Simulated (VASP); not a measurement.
Here is a VASP 6.6.1 calculation.

INCAR

```
SYSTEM = BiSb4O
  PREC = Accurate
  ENCUT = 600
  EDIFF = 1E-7
  ISMEAR = 0
  SIGMA = 0.1
  LREAL = .False.
  LASPH = .True.
  NELM = 60
  ALGO = Normal
  ISIF = 3
  LWAVE = .False.
  LCHARG = .False.
  GGA = PE
  IBRION = 2
  NSW = 100
  EDIFFG = -0.01
```

The input KPOINTS:

```
regular mesh
0
Gamma
  8 8 6
  0 0 0
```

The input POSCAR:

```
BiSb4O
1.0
    4.6009048648      0.0000000000      0.0000000000
    0.0000000000      4.6009048648      0.0000000000
    0.0000000000      0.0000000000      7.7455059818
Sb Bi O
4 1 1
Direct
    0.5000000000      0.0000000000      0.8116961275
    0.0000000000      0.5000000000      0.1883038725
    0.5000000000      0.0000000000      0.1883038725
    0.0000000000      0.5000000000      0.8116961275
    0.5000000000      0.5000000000      0.5000000000
    0.0000000000      0.0000000000      0.0000000000
```

Potentials or basis: VASP PAW PBE potentials, release 64 (Sb, Bi_d, O).

The run is started by

```sh
$ cat potpaw_PBE.64/Sb/POTCAR potpaw_PBE.64/Bi_d/POTCAR potpaw_PBE.64/O/POTCAR > POTCAR
$ mpirun -np 1 vasp_std > vasp.out
```

Estimate the space group after relaxing (to 0.1 Å).

P4/mmm (No. 123).

Estimate the band gap on the k mesh.

zero (an odd number of electrons rules out a gap without spin polarisation).

The path:
```
step  energy change (eV)  largest force (eV/Å)  pressure (GPa)  volume (Å³)
   1              0.0000                0.0250            0.23       163.96
   2             -0.0003                0.0028           -0.11       164.88
   3             -0.0005                0.0055            0.01       164.57
```

Caveat: spin-orbit coupling is left out, which moves the levels of the heavy elements; an odd number of electrons without spin polarisation forces a metal; a magnetic or distorted state may lie lower.
